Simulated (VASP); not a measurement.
# HF: single point with LDA

The system is HF.

```xyz
16
Lattice="7.0714 0.0000 0.0000 0.0000 7.0714 0.0000 0.0000 0.0000 7.0714" Properties=species:S:1:pos:R:3 pbc="T T T"
F     2.1988    4.3047    1.8368
F     2.9580    1.2301    5.0091
F     2.2279    3.1306    3.9527
F     3.7370    0.4487    6.9524
F     3.3211    4.1842    6.5779
F     2.9758    6.1746    4.1926
F     0.1236    1.8035    4.5200
F     2.3896    6.5478    1.4138
H     2.1953    5.4987    1.6891
H     2.7328    2.3284    4.2628
H     2.3243    3.8928    2.7443
H     3.5515    1.0507    6.1933
H     3.4274    4.7848    5.8301
H     2.9501    7.1216    4.6066
H     0.6556    2.5908    4.4429
H     2.9787    6.7864    0.5766
```

* Program: VASP 6.6.1
* Task: single point
* Functional: LDA
* Potentials or basis: VASP PAW LDA potentials, release 64 (F, H)
* Cutoff: 520 eV
* k mesh: 1 × 1 × 1
* Occupations: fermi-dirac, width 0.02 eV
* Spin: no spin polarisation

| Quantity | Value |
| --- | --- |
| Pressure | 0.0 GPa |
| Largest force | 2.185 eV/Å |
| Band gap on the k mesh | 6.56 eV |

Forces in eV/Å, atoms in the order of the input:
```
F   -0.180  0.061  0.077
F    0.374  1.304  0.029
F   -0.414  1.523 -0.946
F    0.950 -1.061  1.658
F    0.111  0.622 -0.624
F    0.073 -0.486  0.427
F   -0.166  0.153  0.051
F   -0.578 -0.286  0.315
H    0.561 -0.145 -0.085
H    0.253 -1.231  0.829
H   -0.101 -0.235  0.498
H   -0.942  0.346 -1.425
H   -0.218 -0.266  0.138
H   -0.074 -0.754 -0.753
H    0.115 -0.241 -0.055
H    0.235  0.696 -0.135
```

Stress tensor (GPa, compression positive):
```
 0.06 -0.37  0.14
-0.37 -0.13  0.00
 0.14  0.00 -0.06
```

Levels at points of the mesh, in eV from the valence-band top:
```csv
k point,band 30,band 31,band 32,band 33,band 34,band 35
"(0.00, 0.00, 0.00)",-0.30,-0.20,0.00,6.56,9.19,9.50
```

Wall time 55 s on 1 thread of Intel Xeon 8259CL (shared host), peak memory 0.28 GiB.

Caveat: the k points lie up to 0.89 Å⁻¹ apart.
